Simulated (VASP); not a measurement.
# Co (P6_3/mmc) in VASP: a series of runs

The runs below take Co through single point, with PBE.

All numbers are computed with VASP 6.6.1; they aren't measurements. Logs are shortened: lines on timing, memory, paths and dates and some standing lists are left out, and cuts for length are marked.

### Step 1. The cell of the first run

Symmetry: P6_3/mmc, No. 194, hexagonal system. Conventional cell: a = 2.686 Å, b = 2.686 Å, c = 4.344 Å, α = 90.00°, β = 90.00°, γ = 120.00°. Within 3.5 Å of Co (site symmetry -6m2) lie 12 Co at 2.67 to 2.69 Å.

### Step 2. Single point, PBE, collinear spin, ferromagnetic start (13.57 Å³/atom)

INCAR reads:

```
SYSTEM = Co
ALGO = Normal
EDIFF = 1E-6
ENCUT = 520
GGA = PE
ISIF = 2
ISMEAR = 0
ISPIN = 2
LASPH = .TRUE.
LCHARG = .FALSE.
LMAXMIX = 4
LORBIT = 11
LREAL = .FALSE.
LWAVE = .FALSE.
MAGMOM = 0.825 0.825
NBANDS = 20
NELM = 150
NUPDOWN = 1.65
PREC = Accurate
SIGMA = 0.15
```

KPOINTS reads:

```
k-points
0
G
  24 24 12
  0 0 0
```

POSCAR reads:

```
Co
1.0
    2.6858061516      0.0000000000      0.0000000000
   -1.3429030758      2.3259763569      0.0000000000
    0.0000000000      0.0000000000      4.3437604874
Co
2
Direct
    0.6666666667      0.3333333333      0.2500000000
    0.3333333333      0.6666666667      0.7500000000
```

Potentials or basis: VASP PAW PBE potentials, release 64 (Co).

Run with:

```console
$ cat potpaw_PBE.64/Co/POTCAR > POTCAR
$ mpirun -np 1 vasp_std > vasp.out
```

OUTCAR:

```text
SYSTEM = Co
   EDIFF = 1E-6
   ENCUT = 520
   GGA = PE
   ISIF = 2
   ISMEAR = 0
   ISPIN = 2
   LASPH = .TRUE.
   LORBIT = 11
   LREAL = .FALSE.
   NELM = 150
   NUPDOWN = 1.65
   PREC = Accurate

 ion  position               nearest neighbor table
   1  0.667  0.333  0.250-   2 2.67   2 2.67   2 2.67   2 2.67   2 2.67   2 2.67
   2  0.333  0.667  0.750-   1 2.67   1 2.67   1 2.67   1 2.67   1 2.67   1 2.67

  LATTYP: Found a hexagonal cell.
 ALAT       =     2.6858061516
 C/A-ratio  =     1.6173023078

  Lattice vectors:

 A1 = (   2.6858061516,   0.0000000000,   0.0000000000)
 A2 = (  -1.3429030758,   2.3259763569,   0.0000000000)
 A3 = (   0.0000000000,   0.0000000000,   4.3437604874)

Analysis of symmetry for initial positions (statically):
=====================================================================
 Subroutine PRICEL returns:
 Original cell was already a primitive cell.

 Routine SETGRP: Setting up the symmetry group for a
 hexagonal supercell.

 Subroutine GETGRP returns: Found 24 space group operations
 (whereof 12 operations were pure point group operations)
 out of a pool of 24 trial point group operations.

The static configuration has the point symmetry D_3d.
 The point group associated with its full space group is D_6h.

Analysis of symmetry for dynamics (positions and initial velocities):
=====================================================================
 Subroutine PRICEL returns:
 Original cell was already a primitive cell.

 Routine SETGRP: Setting up the symmetry group for a
 hexagonal supercell.

 Subroutine GETGRP returns: Found 24 space group operations
 (whereof 12 operations were pure point group operations)
 out of a pool of 24 trial point group operations.

The dynamic configuration has the point symmetry D_3d.
 The point group associated with its full space group is D_6h.

Analysis of structural, dynamic, and magnetic symmetry:
=====================================================================
 Subroutine PRICEL returns:
 Original cell was already a primitive cell.

 Routine SETGRP: Setting up the symmetry group for a
 hexagonal supercell.

 Subroutine GETGRP returns: Found 24 space group operations
 (whereof 12 operations were pure point group operations)
 out of a pool of 24 trial point group operations.

The overall configuration has the point symmetry D_3d.
 The point group associated with its full space group is D_6h.

 Subroutine INISYM returns: Found 24 space group operations
 (whereof 12 operations are pure point group operations),
 and found     1 'primitive' translations

----------------------------------------------------------------------------------------

                                     Primitive cell
[... 117 lines left out ...]
   LHFCALC =     F    Hartree Fock is set to
   AEXX    =    0.0000 exact exchange contribution
   IVDW    =     0    specifies the selected vdW correction
   LEPSILON=     F    determine dielectric tensor
   LRPA    =     F    only Hartree local field effects (RPA)
 spin polarized calculation
 Gauss-broadening in eV      SIGMA  =   0.15
  energy-cutoff  :      520.00
  volume of cell :       27.14
 maximum number of plane-waves:       760
 NGX is ok and might be reduce to    20
   NGX =  9   NGY =  9   NGZ = 17

 number of electron      18.0000010 magnetization       1.6500001

 Free energy of the ion-electron system (eV)
  ---------------------------------------------------
  ext. energy  EPLUGINS =         0.00000000
  ---------------------------------------------------
  free energy    TOTEN  =       -12.95829774 eV

  energy without entropy =      -12.87805265  energy(sigma->0) =      -12.91817519

 E-fermi :   7.4101     XC(G=0): -12.1485

 val. band max:        7.4071413251   @ k =   0.0833   0.0000   0.4167
 cond. band min:       6.8784442998   @ k =   0.4583   0.0833   0.5000
 fundamental gap:     -0.5286970253
 Fermi energy:         6.8776095793

 spin component 1

 k-point     1 :       0.0000    0.0000    0.0000
  band No.  band energies     occupation
      1      -0.2058      1.00000
      2       3.4801      1.00000
      3       5.4832      1.00000
      4       5.5158      1.00000
      5       5.5158      1.00000
      6       5.7376      1.00000
[... 541 lines left out ...]
     19      27.1452      0.00000
     20      28.2397      0.00000

 [... further k-points ...]

 spin component 2

 k-point     1 :       0.0000    0.0000    0.0000
  band No.  band energies     occupation
      1      -0.2983      1.00000
      2       3.9529      1.00000
      3       6.3417      1.00000
      4       6.3662      1.00000
      5       6.3662      1.00000
      6       6.6131      1.00000
[... 541 lines left out ...]
     19      26.9856      0.00000
     20      28.3256      0.00000

 [... further k-points ...]

------------------------ aborting loop because EDIFF is reached ----------------------------------------

  FORCE on cell =-STRESS in cart. coord.  units (eV):
  Direction    XX          YY          ZZ          XY          YZ          ZX
  --------------------------------------------------------------------------------------
  -------------------------------------------------------------------------------------
  Total       -5.6513019     -5.6513019     -5.8718307      0.0000000      0.0000000     -0.0000000
  in kB     -333.6670054   -333.6670054   -346.6875721      0.0000000      0.0000000     -0.0000000
  external PRESSURE =    -338.0071943 kB  Pullay stress =       0.0000000 kB

 VOLUME and BASIS-vectors are now :
 -----------------------------------------------------------------------------
  energy-cutoff  :      520.00
  volume of cell :       27.14
      direct lattice vectors                 reciprocal lattice vectors
     2.685806152  0.000000000  0.000000000     0.372327690  0.214963492  0.000000000
    -1.342903076  2.325976357  0.000000000     0.000000000  0.429926984  0.000000000
     0.000000000  0.000000000  4.343760487     0.000000000  0.000000000  0.230215272

 POSITION                                       TOTAL-FORCE (eV/Angst)
 -----------------------------------------------------------------------------------
      1.34290      0.77533      1.08594        -0.000000      0.000000      0.000000
     -0.00000      1.55065      3.25782         0.000000     -0.000000      0.000000
 -----------------------------------------------------------------------------------
    total drift:                               -0.000000      0.000000     -0.000000

  FREE ENERGIE OF THE ION-ELECTRON SYSTEM (eV)
  ---------------------------------------------------
  free  energy   TOTEN  =       -12.9582977365 eV

  energy  without entropy=      -12.8780526500  energy(sigma->0) =      -12.91817519

 total charge

# of ion       s       p       d       tot
------------------------------------------
    1        0.398   0.346   7.188   7.931
    2        0.398   0.346   7.188   7.931
--------------------------------------------------
tot          0.796   0.691  14.375  15.862

 magnetization (x)

# of ion       s       p       d       tot
------------------------------------------
    1       -0.013  -0.036   0.924   0.874
    2       -0.013  -0.036   0.924   0.874
--------------------------------------------------
tot         -0.026  -0.072   1.848   1.749
```

OSZICAR:

```text
N       E                     dE             d eps       ncg     rms          rms(c)
DAV:   1     0.854553063003E+02    0.85455E+02   -0.76933E+03 35092   0.111E+03
DAV:   2    -0.111851828343E+02   -0.96640E+02   -0.87560E+02 34552   0.209E+02
DAV:   3    -0.153634401700E+02   -0.41783E+01   -0.39539E+01 38916   0.532E+01
DAV:   4    -0.154278626017E+02   -0.64422E-01   -0.64356E-01 42116   0.584E+00
DAV:   5    -0.154297489950E+02   -0.18864E-02   -0.18863E-02 39592   0.945E-01    0.126E+01
DAV:   6    -0.140703462024E+02    0.13594E+01   -0.11069E+01 37924   0.646E+01    0.977E+00
DAV:   7    -0.129791468692E+02    0.10912E+01   -0.26751E+00 37788   0.280E+01    0.192E+00
DAV:   8    -0.129667016748E+02    0.12445E-01   -0.19531E-02 42492   0.107E+00    0.917E-01
DAV:   9    -0.129606458034E+02    0.60559E-02   -0.10063E-03 53532   0.409E-01    0.303E-01
DAV:  10    -0.129582789799E+02    0.23668E-02   -0.45124E-04 52264   0.325E-01    0.851E-02
DAV:  11    -0.129582965322E+02   -0.17552E-04   -0.61158E-05 36968   0.790E-02    0.515E-02
DAV:  12    -0.129582975669E+02   -0.10347E-05   -0.18267E-06 38752   0.130E-02    0.354E-02
DAV:  13    -0.129582977365E+02   -0.16956E-06   -0.62116E-07 25896   0.768E-03
   1 F= -.12958298E+02 E0= -.12918175E+02  d E =-.802451E-01  mag=     1.6500
```

stdout:

```text
POSCAR found type information on POSCAR Co
 POSCAR found :  1 types and       2 ions
 scaLAPACK will be used
 LDA part: xc-table for (Slater+PW92), standard interpolation
 POSCAR, INCAR and KPOINTS ok, starting setup
 FFT: planning ... GRIDC
 FFT: planning ... GRID_SOFT
 FFT: planning ... GRID
 WAVECAR not read
 entering main loop
```

Wall time 3.6 min (1 thread of Intel Xeon Platinum 8488C (Sapphire Rapids), shared host); peak memory 0.4 GiB.

Results:

| Property | Result |
| --- | --- |
| Free energy | -12.9583 eV |
| Pressure | -33.8 GPa |
| Net moment | 1.65 μB per cell |
| Site moments | Co +0.87 μB |
| Valence electrons inside the program's atomic spheres | Co 7.93 |

Caveat: the cell stands under tension; the total moment is fixed, so each spin has its own Fermi level.

### Step 3. Single point, PBE, collinear spin, ferromagnetic start (10.85 Å³/atom)

This run uses another cell than the first one, of 10.85 Å³/atom.

INCAR reads:

```
SYSTEM = Co
ALGO = Normal
EDIFF = 1E-6
ENCUT = 520
GGA = PE
ISIF = 2
ISMEAR = 0
ISPIN = 2
LASPH = .TRUE.
LCHARG = .TRUE.
LELF = .TRUE.
LMAXMIX = 4
LORBIT = 11
LREAL = .FALSE.
LVHAR = .TRUE.
LWAVE = .FALSE.
MAGMOM = 0.55 0.55
NBANDS = 20
NELM = 150
NUPDOWN = 1.1
PREC = Accurate
SIGMA = 0.15
```

KPOINTS is that of step 2.

POSCAR reads:

```
Co
1.0
    2.4932834166      0.0000000000      0.0000000000
   -1.2466417083      2.1592467776      0.0000000000
    0.0000000000      0.0000000000      4.0323930238
Co
2
Direct
    0.6666666667      0.3333333333      0.2500000000
    0.3333333333      0.6666666667      0.7500000000
```

Potentials or basis: VASP PAW PBE potentials, release 64 (Co).

Run with:

```console
$ cat potpaw_PBE.64/Co/POTCAR > POTCAR
$ mpirun -np 1 vasp_std > vasp.out
```

OUTCAR:

```text
SYSTEM = Co
   EDIFF = 1E-6
   ENCUT = 520
   GGA = PE
   ISIF = 2
   ISMEAR = 0
   ISPIN = 2
   LASPH = .TRUE.
   LORBIT = 11
   LREAL = .FALSE.
   NELM = 150
   NUPDOWN = 1.1
   PREC = Accurate

 ion  position               nearest neighbor table
   1  0.667  0.333  0.250-   2 2.48   2 2.48   2 2.48   2 2.48   2 2.48   2 2.48
   2  0.333  0.667  0.750-   1 2.48   1 2.48   1 2.48   1 2.48   1 2.48   1 2.48

  LATTYP: Found a hexagonal cell.
 ALAT       =     2.4932834166
 C/A-ratio  =     1.6173023079

  Lattice vectors:

 A1 = (   2.4932834166,   0.0000000000,   0.0000000000)
 A2 = (  -1.2466417083,   2.1592467776,   0.0000000000)
 A3 = (   0.0000000000,   0.0000000000,   4.0323930238)

Analysis of symmetry for initial positions (statically):
=====================================================================
 Subroutine PRICEL returns:
 Original cell was already a primitive cell.

 Routine SETGRP: Setting up the symmetry group for a
 hexagonal supercell.

 Subroutine GETGRP returns: Found 24 space group operations
 (whereof 12 operations were pure point group operations)
 out of a pool of 24 trial point group operations.

The static configuration has the point symmetry D_3d.
 The point group associated with its full space group is D_6h.

Analysis of symmetry for dynamics (positions and initial velocities):
=====================================================================
 Subroutine PRICEL returns:
 Original cell was already a primitive cell.

 Routine SETGRP: Setting up the symmetry group for a
 hexagonal supercell.

 Subroutine GETGRP returns: Found 24 space group operations
 (whereof 12 operations were pure point group operations)
 out of a pool of 24 trial point group operations.

The dynamic configuration has the point symmetry D_3d.
 The point group associated with its full space group is D_6h.

Analysis of structural, dynamic, and magnetic symmetry:
=====================================================================
 Subroutine PRICEL returns:
 Original cell was already a primitive cell.

 Routine SETGRP: Setting up the symmetry group for a
[... 152 lines left out ...]
  free energy    TOTEN  =       -13.70511354 eV

  energy without entropy =      -13.63754026  energy(sigma->0) =      -13.67132690

 E-fermi :  10.2657     XC(G=0): -13.4152

 val. band max:       10.2653539487   @ k =   0.0833  -0.0000   0.5000
 cond. band min:       9.9972192839   @ k =   0.2917   0.2083   0.0000
 fundamental gap:     -0.2681346648
 Fermi energy:         9.9969428855

 spin component 1

 k-point     1 :       0.0000    0.0000    0.0000
  band No.  band energies     occupation
      1       1.3486      1.00000
      2       5.4020      1.00000
      3       8.0916      1.00000
      4       8.1321      1.00000
      5       8.1321      1.00000
      6       8.4572      1.00000
[... 541 lines left out ...]
     19      32.8946      0.00000
     20      34.8252      0.00000

 [... further k-points ...]

 spin component 2

 k-point     1 :       0.0000    0.0000    0.0000
  band No.  band energies     occupation
      1       1.3162      1.00000
      2       5.7165      1.00000
      3       8.6524      1.00000
      4       8.6812      1.00000
      5       8.6812      1.00000
      6       9.0248      1.00000
[... 541 lines left out ...]
     19      33.0182      0.00000
     20      34.8990      0.00000

 [... further k-points ...]

------------------------ aborting loop because EDIFF is reached ----------------------------------------

  FORCE on cell =-STRESS in cart. coord.  units (eV):
  Direction    XX          YY          ZZ          XY          YZ          ZX
  --------------------------------------------------------------------------------------
  -------------------------------------------------------------------------------------
  Total       -1.3501924     -1.3501924     -1.4959919      0.0000000      0.0000000      0.0000000
  in kB      -99.6481999    -99.6481999   -110.4086366      0.0000000      0.0000000      0.0000000
  external PRESSURE =    -103.2350121 kB  Pullay stress =       0.0000000 kB

 VOLUME and BASIS-vectors are now :
 -----------------------------------------------------------------------------
  energy-cutoff  :      520.00
  volume of cell :       21.71
      direct lattice vectors                 reciprocal lattice vectors
     2.493283417  0.000000000  0.000000000     0.401077548  0.231562230  0.000000000
    -1.246641708  2.159246778  0.000000000     0.000000000  0.463124461  0.000000000
     0.000000000  0.000000000  4.032393024     0.000000000  0.000000000  0.247991700

 POSITION                                       TOTAL-FORCE (eV/Angst)
 -----------------------------------------------------------------------------------
      1.24664      0.71975      1.00810         0.000000      0.000000      0.000000
     -0.00000      1.43950      3.02429        -0.000000      0.000000      0.000000
 -----------------------------------------------------------------------------------
    total drift:                                0.000000     -0.000000     -0.000000

  FREE ENERGIE OF THE ION-ELECTRON SYSTEM (eV)
  ---------------------------------------------------
  free  energy   TOTEN  =       -13.7051135418 eV

  energy  without entropy=      -13.6375402616  energy(sigma->0) =      -13.67132690

 total charge

# of ion       s       p       d       tot
------------------------------------------
    1        0.481   0.513   7.277   8.272
    2        0.481   0.513   7.277   8.272
--------------------------------------------------
tot          0.962   1.026  14.555  16.543

 magnetization (x)

# of ion       s       p       d       tot
------------------------------------------
    1       -0.008  -0.026   0.595   0.561
    2       -0.008  -0.026   0.595   0.561
--------------------------------------------------
tot         -0.016  -0.051   1.190   1.123
```

OSZICAR:

```text
N       E                     dE             d eps       ncg     rms          rms(c)
DAV:   1     0.843551318432E+02    0.84355E+02   -0.76881E+03 35904   0.118E+03
DAV:   2    -0.117476005215E+02   -0.96103E+02   -0.86779E+02 34784   0.216E+02
DAV:   3    -0.161808013464E+02   -0.44332E+01   -0.42344E+01 38668   0.558E+01
DAV:   4    -0.162477847102E+02   -0.66983E-01   -0.66921E-01 41704   0.607E+00
DAV:   5    -0.162497642769E+02   -0.19796E-02   -0.19794E-02 39772   0.100E+00    0.144E+01
DAV:   6    -0.142272029009E+02    0.20226E+01   -0.75717E+00 38752   0.588E+01    0.589E+00
DAV:   7    -0.137430675493E+02    0.48414E+00   -0.13470E+00 38920   0.218E+01    0.209E+00
DAV:   8    -0.137138724484E+02    0.29195E-01   -0.14868E-02 53192   0.161E+00    0.102E+00
DAV:   9    -0.137073274961E+02    0.65450E-02   -0.83651E-04 52648   0.371E-01    0.345E-01
DAV:  10    -0.137051037356E+02    0.22238E-02   -0.22957E-04 52120   0.190E-01    0.603E-02
DAV:  11    -0.137051128967E+02   -0.91610E-05   -0.29314E-05 37648   0.487E-02    0.293E-02
DAV:  12    -0.137051135418E+02   -0.64512E-06   -0.13771E-06 34360   0.126E-02
   1 F= -.13705114E+02 E0= -.13671327E+02  d E =-.675733E-01  mag=     1.1000
```

Wall time 4.1 min (1 thread of AMD EPYC 7R13 (Zen 3), shared host); peak memory 0.32 GiB.

Results:

| Quantity | Value |
| --- | --- |
| Free energy | -13.7051 eV |
| Pressure | -10.3 GPa |
| Net moment | 1.10 μB per cell |
| Site moments | Co +0.56 μB |
| Valence electrons inside the program's atomic spheres | Co 8.27 |

Stress tensor (GPa, compression positive):
```
 -9.96   0.00   0.00
  0.00  -9.96   0.00
  0.00   0.00 -11.04
```

Caveat: the cell stands under tension; the total moment is fixed, so each spin has its own Fermi level.

(Continued in part 2 of 2.)
